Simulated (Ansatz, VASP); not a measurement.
**One calculation of Mg5Se, two programs**

```
Mg Se
1.0
    -3.16471    3.16471    3.16429
     3.16471   -3.16471    3.16429
     3.16471    3.16471   -3.16429
Mg Se
5 1
Cartesian
  2.1920 0.0000 3.1643
  0.9727 3.1647 0.0000
  0.0000 2.1920 3.1643
  3.1647 0.9727 0.0000
  0.0000 0.0000 3.1643
  0.0000 0.0000 0.0000
```

Alike in both runs: task single point; functional PBE; k mesh 4 × 4 × 4; occupations gaussian, width 0.1 eV; no spin polarisation.

|  | VASP | Ansatz |
| --- | --- | --- |
| version | VASP 6.6.1 | Ansatz 0.2.0 |
| potentials or method | VASP PAW PBE potentials, release 64 (Mg, Se), cutoff 520 eV | scalar-relativistic, plane waves, PAW |
| valence electrons in the cell | 16 | 66 |

Ansatz gave:

| Item | Value |
| --- | --- |
| gap on the k mesh at the Fermi level (eV) | none |
| pressure (GPa) | 24.4 |
| traceless stress, the component that is largest in VASP (GPa) | -31.85 |
| rms of the force components (eV/Å) | 1.474 |

Problem. Estimate VASP's values.

Solution. gap on the k mesh at the Fermi level (eV): none; pressure (GPa): 24.4; traceless stress, the component that is largest in VASP (GPa): -31.96; rms of the force components (eV/Å): 1.466.

Atom by atom the forces differ by 0.007 eV/Å (rms over components). A gap of «none» marks a metal or a gap that the smearing closes. VASP's potentials hold 16 valence electrons a cell and Ansatz's 66, so a difference there can come from the potentials and not from the codes.
